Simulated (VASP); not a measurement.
# Bi (Im-3m) in VASP: notebook

The runs below take Bi through density of states, with PBE.

Everything below comes from runs of VASP 6.6.1. Logs are shortened: lines on timing, memory, paths and dates and some standing lists are left out, and cuts for length are marked.

### 1 The cell of the first run

Symmetry: Im-3m, No. 229, cubic system. Conventional cell: a = 3.055 Å, b = 3.055 Å, c = 3.055 Å, α = 90.00°, β = 90.00°, γ = 90.00°. Within 3.5 Å of Bi (site symmetry m-3m) lie 14 Bi at 2.65 to 3.06 Å.

### 2 Density of states, PBE (volume scaled by 0.45)

Contents of POSCAR:

```
Bi
1.0
   -1.5275667774      1.5275667774      1.5275667774
    1.5275667774     -1.5275667774      1.5275667774
    1.5275667774      1.5275667774     -1.5275667774
Bi
1
Direct
    0.0000000000      0.0000000000      0.0000000000
```

Contents of INCAR.step1:

```
PREC = Accurate ; ENCUT = 520
EDIFF = 1E-6 ; ISMEAR = -1
SIGMA = 0.08 ; LREAL = F
LASPH = T ; NELM = 60
ALGO = Normal ; ISIF = 2
LWAVE = F ; LCHARG = T
GGA = PE ; NBANDS = 14
```

Contents of KPOINTS.step1:

```
Automatic mesh
0
Gamma
  13 13 13
```

Contents of INCAR.step2:

```
PREC = Accurate ; ENCUT = 520
EDIFF = 1E-6 ; ISMEAR = -5
SIGMA = 0.08 ; LREAL = F
LASPH = T ; NELM = 60
ALGO = Normal ; ISIF = 2
LWAVE = F ; LCHARG = F
GGA = PE ; LORBIT = 11
NBANDS = 14 ; NEDOS = 1001
ICHARG = 11
```

Contents of KPOINTS.step2:

```
Automatic mesh
0
Gamma
  20 20 20
```

Potentials or basis: VASP PAW PBE potentials, release 64 (Bi_d).

Launch:

```console
> cat potpaw_PBE.64/Bi_d/POTCAR > POTCAR
> cp INCAR.step1 INCAR
> cp KPOINTS.step1 KPOINTS
> mpirun -np 1 vasp_std > vasp.out
> cp INCAR.step2 INCAR
> cp KPOINTS.step2 KPOINTS
> mpirun -np 1 vasp_std > vasp.out
```

OUTCAR:

```text
PREC = Accurate
   ENCUT = 520
   EDIFF = 1E-6
   ISMEAR = -5
   LREAL = F
   LASPH = T
   NELM = 60
   ISIF = 2
   GGA = PE
   LORBIT = 11
   ICHARG = 11

 ion  position               nearest neighbor table
   1  0.000  0.000  0.000-

  LATTYP: Found a body centered cubic cell.
 ALAT       =     3.0551335548

  Lattice vectors:

 A1 = (  -1.5275667774,   1.5275667774,   1.5275667774)
 A2 = (   1.5275667774,  -1.5275667774,   1.5275667774)
 A3 = (   1.5275667774,   1.5275667774,  -1.5275667774)

Analysis of symmetry for initial positions (statically):
=====================================================================
 Subroutine PRICEL returns:
 Original cell was already a primitive cell.

 Routine SETGRP: Setting up the symmetry group for a
 body centered cubic supercell.

 Subroutine GETGRP returns: Found 48 space group operations
 (whereof 48 operations were pure point group operations)
 out of a pool of 48 trial point group operations.

The static configuration has the point symmetry O_h .

Analysis of symmetry for dynamics (positions and initial velocities):
=====================================================================
 Subroutine PRICEL returns:
 Original cell was already a primitive cell.

 Routine SETGRP: Setting up the symmetry group for a
 body centered cubic supercell.

 Subroutine GETGRP returns: Found 48 space group operations
 (whereof 48 operations were pure point group operations)
 out of a pool of 48 trial point group operations.

The dynamic configuration has the point symmetry O_h .

 Subroutine INISYM returns: Found 48 space group operations
 (whereof 48 operations are pure point group operations),
 and found     1 'primitive' translations

----------------------------------------------------------------------------------------

                                     Primitive cell

  volume of cell :      14.2581

  direct lattice vectors                    reciprocal lattice vectors
    -1.527566777  1.527566777  1.527566777     0.000000000  0.327317933  0.327317933
     1.527566777 -1.527566777  1.527566777     0.327317933  0.000000000  0.327317933
     1.527566777  1.527566777 -1.527566777     0.327317933  0.327317933  0.000000000

  length of vectors
     2.645823270  2.645823270  2.645823270     0.462897460  0.462897460  0.462897460

  position of ions in fractional coordinates (direct lattice)
     0.000000000  0.000000000  0.000000000

  ion indices of the primitive-cell ions
   primitive index   ion index
                 1           1

----------------------------------------------------------------------------------------

 KPOINTS: Automatic mesh

Automatic generation of k-mesh.
 Grid dimensions read from file:
 generate k-points for:   20   20   20

 Generating k-lattice:

  Cartesian coordinates                     Fractional coordinates (reciprocal lattice)
     0.000000000  0.016365897  0.016365897     0.050000000  0.000000000  0.000000000
     0.016365897  0.000000000  0.016365897     0.000000000  0.050000000  0.000000000
     0.016365897  0.016365897  0.000000000     0.000000000  0.000000000  0.050000000

  Length of vectors
     0.023144873  0.023144873  0.023144873

  Shift w.r.t. Gamma in fractional coordinates (k-lattice)
     0.000000000  0.000000000  0.000000000

 TETIRR: Found   9408 inequivalent tetrahedra from    48000

 Subroutine IBZKPT returns following result:
 ===========================================

 Found    256 irreducible k-points:

 Following reciprocal coordinates:
            Coordinates               Weight
  0.000000  0.000000  0.000000      1.000000
  0.050000  0.000000  0.000000     12.000000
  0.100000  0.000000  0.000000     12.000000
  0.150000  0.000000  0.000000     12.000000
  0.200000  0.000000  0.000000     12.000000
  0.250000  0.000000  0.000000     12.000000
[... 16 lines left out ...]
  0.200000  0.100000  0.000000     48.000000
  0.250000  0.100000  0.000000     48.000000
 [... further k-points ...]
   k-points           NKPTS =    256   k-points in BZ     NKDIM =    256   number of bands    NBANDS=     14
   number of dos      NEDOS =   1001   number of ions     NIONS =      1
   total plane-waves  NPLWV =   8000
   dimension x,y,z NGX =    20 NGY =   20 NGZ =   20
   dimension x,y,z NGXF=    40 NGYF=   40 NGZF=   40
   ions per type =               1
   NGX,Y,Z   is equivalent  to a cutoff of  12.57, 12.57, 12.57 a.u.
   NGXF,Y,Z  is equivalent  to a cutoff of  25.13, 25.13, 25.13 a.u.
 SYSTEM =  unknown system
   PREC   = accura    normal or accurate (medium, high low for compatibility)
   ISTART =      0    job   : 0-new  1-cont  2-samecut
   ICHARG =     11    charge: 1-file 2-atom 10-const
   ISPIN  =      1    spin polarized calculation?
   LNONCOLLINEAR =      F non collinear calculations
   LSORBIT =      F    spin-orbit coupling
   LASPH  =      T    aspherical Exc in radial PAW
   ENCUT  =  520.0 eV  38.22 Ry    6.18 a.u.   4.92  4.92  4.92*2*pi/ulx,y,z
   NELM   =     60;   NELMIN=  2; NELMDL=  0     # of ELM steps
   EDIFF  = 0.1E-05   stopping-criterion for ELM
   LREAL  =      F    real-space projection
   EDIFFG = 0.1E-04   stopping-criterion for IOM
   NSW    =      0    number of steps for IOM
   IBRION =     -1    ionic relax: 0-MD 1-quasi-New 2-CG
   NFREE  =      0    steps in history (QN), initial steepest desc. (CG)
   ISIF   =      2    stress and relaxation
   ISYM   =      2    0-nonsym 1-usesym 2-fastsym
   POTIM  = 0.5000    time-step for ionic-motion
   TEBEG  =    0.0;   TEEND  =   0.0 temperature during run
   PSTRESS=    0.0 pullay stress
   NELECT =      15.0000    total number of electrons
   NUPDOWN=      -1.0000    fix difference up-down
   EMIN   =  10.00;   EMAX   =-10.00  energy-range for DOS
   EFERMI =   0.00;   METHOD = LEGACY
   ISMEAR =    -5;   SIGMA  =   0.08  broadening in eV -4-tet -1-fermi 0-gaus
   EFERMI_NEDOS =   21; number of points for ismear=-14 and -15
   IALGO  =     38    algorithm
   IMIX   =      4    mixing-type and parameters
     AMIX     =   0.40;   BMIX     =  1.00
     AMIX_MAG =   1.60;   BMIX_MAG =  1.00
  volume/ion in A,a.u.               =      14.26        96.22
  Fermi-wavevector in a.u.,A,eV,Ry     =   1.665016  3.146424 37.719131  2.772278
  Thomas-Fermi vector in A             =   2.751459
   LORBIT       =     11    0 simple, 1 ext, 2 COOP (PROOUT), +10 PAW based schemes
   GGA     = PE    functional components
   LHFCALC =     F    Hartree Fock is set to
   AEXX    =    0.0000 exact exchange contribution
   IVDW    =     0    specifies the selected vdW correction
   LEPSILON=     F    determine dielectric tensor
   LRPA    =     F    only Hartree local field effects (RPA)
 non-spin polarized calculation
 Fermi weights with tetrahedron method with Bloechl corrections
  energy-cutoff  :      520.00
  volume of cell :       14.26
 maximum number of plane-waves:       402

 number of electron      15.0000005 magnetization

 Free energy of the ion-electron system (eV)
  ---------------------------------------------------
  ext. energy  EPLUGINS =         0.00000000
  ---------------------------------------------------
  free energy    TOTEN  =         3.08393629 eV

  energy without entropy =        3.08393629  energy(sigma->0) =        3.08393629

 E-fermi :  22.7237     XC(G=0): -14.6187

 val. band max:       22.8641715907   @ k =  -0.4000   0.4000   0.2000
 cond. band min:      22.6596940167   @ k =  -0.2500   0.3500   0.1500
 fundamental gap:     -0.2044775740
 Fermi energy:        22.7237233801

 k-point     1 :       0.0000    0.0000    0.0000
  band No.  band energies     occupation
      1      -3.1411      2.00000
      2      -3.1411      2.00000
      3      -3.1411      2.00000
      4      -1.9495      2.00000
      5      -1.9495      2.00000
      6      -0.2134      2.00000
      7      31.0280      0.00000
      8      31.0280      0.00000
      9      31.0280      0.00000
     10      36.0605      0.00000
     11      36.0605      0.00000
     12      36.0605      0.00000
     13      39.4435      0.00000
     14      39.4435      0.00000

 k-point     2 :       0.0500    0.0000    0.0000
  band No.  band energies     occupation
      1      -3.1540      2.00000
      2      -3.1325      2.00000
      3      -3.0984      2.00000
      4      -1.9643      2.00000
      5      -1.9495      2.00000
      6      -0.1131      2.00000
      7      30.8388      0.00000
      8      31.0182      0.00000
      9      31.0935      0.00000
     10      35.0150      0.00000
     11      35.4620      0.00000
     12      35.5735      0.00000
     13      39.8508      0.00000
     14      40.2834      0.00000

 k-point     3 :       0.1000    0.0000    0.0000
  band No.  band energies     occupation
      1      -3.1913      2.00000
      2      -3.1142      2.00000
      3      -2.9732      2.00000
      4      -2.0055      2.00000
      5      -1.9495      2.00000
      6       0.1944      2.00000
      7      29.9660      0.00000
      8      30.8725      0.00000
      9      31.2828      0.00000
     10      33.4518      0.00000
     11      34.3787      0.00000
     12      34.6113      0.00000
     13      40.3224      0.00000
     14      41.9750      0.00000

 k-point     4 :       0.1500    0.0000    0.0000
  band No.  band energies     occupation
      1      -3.2490      2.00000
      2      -3.1058      2.00000
      3      -2.7743      2.00000
      4      -2.0604      2.00000
      5      -1.9491      2.00000
      6       0.7214      2.00000
      7      27.9891      0.00000
      8      30.3383      0.00000
      9      31.5748      0.00000
     10      32.7163      0.00000
     11      32.8672      0.00000
     12      34.3487      0.00000
     13      40.4642      0.00000
     14      42.5833      0.00000

 k-point     5 :       0.2000    0.0000    0.0000
  band No.  band energies     occupation
      1      -3.3209      2.00000
      2      -3.1291      2.00000
      3      -2.5160      2.00000
      4      -2.1066      2.00000
      5      -1.9479      2.00000
      6       1.4756      2.00000
      7      25.4290     -0.03048
      8      29.4514      0.00000
      9      31.2759      0.00000
     10      31.9368      0.00000
     11      32.5482      0.00000
[... 276 lines left out ...]
 k-point    22 :       0.1500    0.1000    0.0000
  band No.  band energies     occupation
      1      -3.2956      2.00000
      2      -3.1235      2.00000
      3      -2.4826      2.00000
      4      -2.1333      2.00000
      5      -1.9551      2.00000
      6       1.8168      2.00000
      7      25.5097     -0.03079
      8      27.2866      0.00000
      9      29.8448      0.00000
     10      32.0363      0.00000
     11      34.5264      0.00000
     12      35.4854      0.00000
     13      41.2349      0.00000
     14      41.3881      0.00000

 k-point    23 :       0.2000    0.1000    0.0000
  band No.  band energies     occupation
      1      -3.3679      2.00000
      2      -3.1536      2.00000
      3      -2.2486      2.00000
      4      -2.1531      2.00000
      5      -1.9466      2.00000
      6       2.8081      2.00000
      7      22.8396      0.89320
      8      26.3430      0.00000
      9      28.7843      0.00000
     10      32.3674      0.00000
     11      34.9984      0.00000
     12      35.7575      0.00000
     13      40.8797      0.00000
     14      41.9960      0.00000

 k-point    24 :       0.2500    0.1000    0.0000
  band No.  band energies     occupation
      1      -3.4408      2.00000
      2      -3.2219      2.00000
      3      -2.1511      2.00000
      4      -2.0321      2.00000
      5      -1.8917      2.00000
      6       4.0153      2.00000
      7      20.2111      2.04517
      8      25.4619     -0.00740
      9      27.8059      0.00000
     10      32.6912      0.00000
     11      35.2400      0.00000
     12      36.2724      0.00000
     13      40.5231      0.00000
     14      42.9050      0.00000

 [... further k-points ...]

------------------------ aborting loop because EDIFF is reached ----------------------------------------

  FORCE on cell =-STRESS in cart. coord.  units (eV):
  Direction    XX          YY          ZZ          XY          YZ          ZX
  --------------------------------------------------------------------------------------
  -------------------------------------------------------------------------------------
  Total       23.8888449     23.8888449     23.8888449     -0.0000000      0.0000000      0.0000000
  in kB     2684.3870113   2684.3870113   2684.3870113     -0.0000000      0.0000000      0.0000000
  external PRESSURE =    2684.3870113 kB  Pullay stress =       0.0000000 kB

 VOLUME and BASIS-vectors are now :
 -----------------------------------------------------------------------------
  energy-cutoff  :      520.00
  volume of cell :       14.26
      direct lattice vectors                 reciprocal lattice vectors
    -1.527566777  1.527566777  1.527566777     0.000000000  0.327317933  0.327317933
     1.527566777 -1.527566777  1.527566777     0.327317933  0.000000000  0.327317933
     1.527566777  1.527566777 -1.527566777     0.327317933  0.327317933  0.000000000

 POSITION                                       TOTAL-FORCE (eV/Angst)
 -----------------------------------------------------------------------------------
      0.00000      0.00000      0.00000        -0.000000     -0.000000     -0.000000
 -----------------------------------------------------------------------------------
    total drift:                               -0.000000     -0.000000      0.000000

  FREE ENERGIE OF THE ION-ELECTRON SYSTEM (eV)
  ---------------------------------------------------
  free  energy   TOTEN  =         3.0839362855 eV

  energy  without entropy=        3.0839362855  energy(sigma->0) =        3.08393629

 total charge

# of ion       s       p       d       tot
------------------------------------------
    1        1.592   2.056  10.242  13.891
```

Run time: 90 s. Hardware: 1 thread of Intel Xeon 8259CL, shared host; peak memory 0.18 GiB.

What came out:

| Item | Value |
| --- | --- |
| Valence electrons inside the program's atomic spheres | Bi 13.89 |

Caveat: spin-orbit coupling is left out, which moves the levels of the heavy elements; tetrahedron occupations give inexact forces and stress in metals.

[end of part 1 of 2]
